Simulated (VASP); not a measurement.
Wanted: the native input for a VASP 6.6.1 run.

* Task: single point
* Functional: PBEsol
* Potentials or basis: VASP PAW PBE potentials, release 64 (Ni, Cl)
* Cutoff: 520 eV
* k mesh: 6 × 6 × 6
* Occupations: gaussian, width 0.05 eV
* Spin: collinear spin, ferromagnetic start
* Starting moments: [0.08, 0.0, 0.0, 0.0] μB
* Dipole correction: no
* Further INCAR settings: ALGO = Normal; EDIFF = 1e-06; NBANDS = 28

The structure of NiCl3 lies in POSCAR:

```
NiCl3
1.0
    4.5194957584      0.0000000000      0.0000000000
    0.0000000000      4.5194957584      0.0000000000
    0.0000000000      0.0000000000      4.5194957584
Ni Cl
1 3
Direct
    0.0000000000      0.0000000000      0.0000000000
    0.5000000000      0.0000000000      0.0000000000
    0.0000000000      0.0000000000      0.5000000000
    0.0000000000      0.5000000000      0.0000000000
```

These files were run (other wordings do the same):

INCAR

```
SYSTEM = NiCl3
PREC = Accurate
ENCUT = 520
EDIFF = 1E-6
ISMEAR = 0
SIGMA = 0.05
LREAL = .False.
LASPH = .True.
NELM = 150
ALGO = Normal
ISIF = 2
LWAVE = .False.
LCHARG = .True.
ISPIN = 2
MAGMOM = 0.08 0 0 0
LORBIT = 11
LMAXMIX = 4
GGA = PS
LELF = .True.
LVHAR = .True.
NBANDS = 28
```

KPOINTS

```
regular mesh
0
Gamma
  6 6 6
  0 0 0
```

Potentials or basis: VASP PAW PBE potentials, release 64 (Ni, Cl).

Launch:

```bash
$ cat potpaw_PBE.64/Ni/POTCAR potpaw_PBE.64/Cl/POTCAR > POTCAR
$ mpirun -np 1 vasp_std > vasp.out
```

Results of the run:

```
Pressure                                              : 0.2 GPa
Net moment                                            : 0.02 μB per cell
Valence electrons inside the program's atomic spheres : Ni 9.16; Cl 5.03
```

Caveat: the PAW data sets were made with another functional, which shifts forces and pressure a little.

It took 58 s on 1 thread of Intel(R) Xeon(R) 6975P-C (Granite Rapids), with other jobs on the host, peak memory 0.27 GiB.
